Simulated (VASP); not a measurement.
Wanted: the native input for a VASP 6.6.1 run.

```yaml
Task: single point
Functional: LDA
Potentials_or_basis: VASP PAW LDA potentials, release 64 (Ti_sv)
Cutoff: 500 eV
k_mesh: 5 × 4 × 24
Occupations: gaussian, width 0.1 eV
Spin: no spin polarisation
Dipole_correction: no
Further_INCAR_settings: ALGO = Normal; EDIFF = 1e-06; NBANDS = 45
```

The structure of Ti lies in POSCAR:

```
Ti
1.0
    6.8848400120      0.0000001343      0.0014700855
   -2.2949464705     10.2633135386     -0.0023651760
   -1.9121581497     -1.7108068097      1.4005866905
Ti
6
Direct
    0.3124050230      0.0311315625     -0.0000774354
    0.6457383563      0.6977982291     -0.0000774354
    0.9790716897      0.3644648958     -0.0000774354
    0.6875949770      0.9688684375      0.0000774354
    0.0209283103      0.6355351042      0.0000774354
    0.3542616437      0.3022017709      0.0000774354
```

One way to write it, as run:

INCAR

```
PREC = Accurate
ENCUT = 500
EDIFF = 1E-6
ISMEAR = 0
SIGMA = 0.1
LREAL = False
LASPH = True
NELM = 120
ALGO = Normal
ISIF = 2
LWAVE = False
LCHARG = False
NBANDS = 45
GGA_COMPAT = False
```

KPOINTS

```
Automatic mesh
0
Gamma
  5 4 24
```

Potentials or basis: VASP PAW LDA potentials, release 64 (Ti_sv).

Launch:

```sh
$ cat potpaw_LDA.64/Ti_sv/POTCAR > POTCAR
$ mpirun -np 1 vasp_std > vasp.out
```

It gave:

```json
{
  "Pressure": "-3.1 GPa",
  "Band gap on the k mesh": "zero (bands 36 and 37 overlap by 0.95 eV)"
}
```

Caveat: the cell stands under tension.

Wall time 15 min on 1 thread of Intel(R) Xeon(R) 6975P-C (Granite Rapids), with other jobs on the host, peak memory 0.74 GiB.
